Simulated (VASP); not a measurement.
The system is Ge.

```
CELL_PARAMETERS angstrom
4.05816 0.00000 0.00000
-2.02908 3.51447 0.00000
0.00000 0.00000 6.69253
ATOMIC_POSITIONS crystal
Ge 0.66667 0.33333 0.06279
Ge 0.33333 0.66667 0.56279
Ge 0.66667 0.33333 0.43721
Ge 0.33333 0.66667 0.93721
```

This isn't the form of Ge at room conditions, which is diamond.

```yaml
Program: VASP 6.6.1
Task: relaxation of cell and atoms
Functional: LDA
Potentials_or_basis: VASP PAW LDA potentials, release 64 (Ge_d)
Cutoff: 600 eV
k_mesh: 12 × 12 × 6
Occupations: gaussian, width 0.1 eV
Spin: no spin polarisation
```

At the start: pressure -4.3 GPa; volume 23.86 Å³/atom.

How do energy, volume and symmetry change on relaxing?

Over 24 steps the energy falls by 24.0 meV/atom and the volume is 22.21 Å³/atom (-6.9 %); space group P6_3/mmc (No. 194, to 0.1 Å) before and after.

Step by step:
| step | energy change (eV) | largest force (eV/Å) | pressure (GPa) | volume (Å³) |
| --- | --- | --- | --- | --- |
| 1 | 0.0000 | 0.0155 | -4.31 | 95.45 |
| 2 | -0.0854 | 0.0346 | 1.81 | 86.85 |
| 3 | -0.0959 | 0.0205 | -0.46 | 88.85 |
| 4 | -0.0955 | 0.0247 | 0.43 | 88.43 |
| 5 | -0.0958 | 0.0222 | 0.12 | 88.63 |
| 6 | -0.0960 | 0.0051 | 0.02 | 88.83 |
| 7 | -0.0960 | 0.0018 | 0.03 | 88.83 |
| 8 | -0.0960 | 0.0040 | 0.08 | 88.89 |
| 9 | -0.0958 | 0.0180 | -0.18 | 89.02 |
| 10 | -0.0960 | 0.0069 | -0.24 | 88.91 |
| 11 | -0.0960 | 0.0054 | 0.01 | 88.90 |
| 12 | -0.0960 | 0.0046 | -0.03 | 88.90 |
| 13 | -0.0960 | 0.0055 | 0.24 | 88.84 |
| 14 | -0.0960 | 0.0054 | -0.21 | 88.89 |
| 15 | -0.0960 | 0.0026 | 0.04 | 88.87 |
| 16 | -0.0960 | 0.0024 | 0.02 | 88.87 |
| 17 | -0.0960 | 0.0029 | -0.10 | 88.87 |
| 18 | -0.0960 | 0.0006 | -0.07 | 88.87 |
| 19 | -0.0960 | 0.0020 | 0.24 | 88.83 |
| 20 | -0.0960 | 0.0002 | -0.06 | 88.86 |
| 21 | -0.0960 | 0.0011 | 0.08 | 88.86 |
| 22 | -0.0960 | 0.0008 | 0.03 | 88.86 |
| 23 | -0.0960 | 0.0008 | -0.04 | 88.86 |
| 24 | -0.0960 | 0.0009 | -0.03 | 88.86 |

Final structure:
```cif
data_structure
_symmetry_space_group_name_H-M 'P 1'
_symmetry_Int_Tables_number 1
_cell_length_a 3.9618
_cell_length_b 3.9618
_cell_length_c 6.5370
_cell_angle_alpha 90.000
_cell_angle_beta 90.000
_cell_angle_gamma 120.000
_cell_volume 88.86
loop_
_atom_site_label
_atom_site_type_symbol
_atom_site_fract_x
_atom_site_fract_y
_atom_site_fract_z
_atom_site_occupancy
Ge1 Ge 0.66667 0.33333 0.06287 1
Ge2 Ge 0.33333 0.66667 0.56287 1
Ge3 Ge 0.66667 0.33333 0.43713 1
Ge4 Ge 0.33333 0.66667 0.93713 1
```
